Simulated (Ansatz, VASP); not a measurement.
# MgS: VASP beside Ansatz

INCAR

```
PREC = Accurate
ENCUT = 520
EDIFF = 1E-7
ISMEAR = -1
SIGMA = 0.03
LREAL = False
LASPH = True
NELM = 60
ALGO = Normal
ISIF = 2
LWAVE = False
LCHARG = False
NBANDS = 11
```

File KPOINTS:

```
regular mesh
0
Gamma
  14 14 14
```

POSCAR

```
MgS
1.0
    0.0000000000      2.6144408669      2.6144408669
    2.6144408669      0.0000000000      2.6144408669
    2.6144408669      2.6144408669      0.0000000000
Mg S
1 1
Direct
    0.0000000000      0.0000000000      0.0000000000
    0.5000000000      0.5000000000      0.5000000000
```

Input for Ansatz:

```yaml
crystal:
  lattice:
    - [0.0, 2.6144408669, 2.6144408669]
    - [2.6144408669, 0.0, 2.6144408669]
    - [2.6144408669, 2.6144408669, 0.0]
  atoms:
    - { symbol: Mg, position: [0.0, 0.0, 0.0] }
    - { symbol: S, position: [0.5, 0.5, 0.5] }
kpoints:
  mp_grid: { grid: [14, 14, 14] }
  band_path:
    path:
      - [0.0, 0.0, 0.0]
      - [0.5, 0.0, 0.5]
      - [0.625, 0.25, 0.625]
      - [0.375, 0.375, 0.75]
      - [0.0, 0.0, 0.0]
      - [0.5, 0.5, 0.5]
      - [0.5, 0.25, 0.75]
      - [0.5, 0.0, 0.5]
    npoints: 5
scf:
  occupations: { method: fermi_dirac, width: 0.03 }
hamiltonian:
  xc: lda
  pseudopotentials: { kind: all_electron, lapw: { basis_error: 0.001 } }
output:
  forces: true
  stress: true
  eigenvalues: true
```

Alike in both runs: task single point; functional LDA; k mesh 14 × 14 × 14; occupations fermi-dirac, width 0.03 eV; no spin polarisation.

```csv
,VASP,Ansatz
version,VASP 6.6.1,Ansatz 0.2.0
potentials or method,"VASP PAW LDA potentials, release 64 (Mg, S), cutoff 520 eV","all-electron LAPW, scalar-relativistic"
```

Ansatz gave:

| Property | Result |
| --- | --- |
| gap on the k mesh at the Fermi level (eV) | 2.53 |
| pressure (GPa) | -4.2 |

**Question.** What did VASP give for the same quantities?

**Answer.** gap on the k mesh at the Fermi level (eV): 2.53; pressure (GPa): -4.8.

LDA's correlation is that of Perdew and Zunger in VASP and of Perdew and Wang (1992) in Ansatz. Ansatz ran all-electron here, and VASP with PAW potentials.
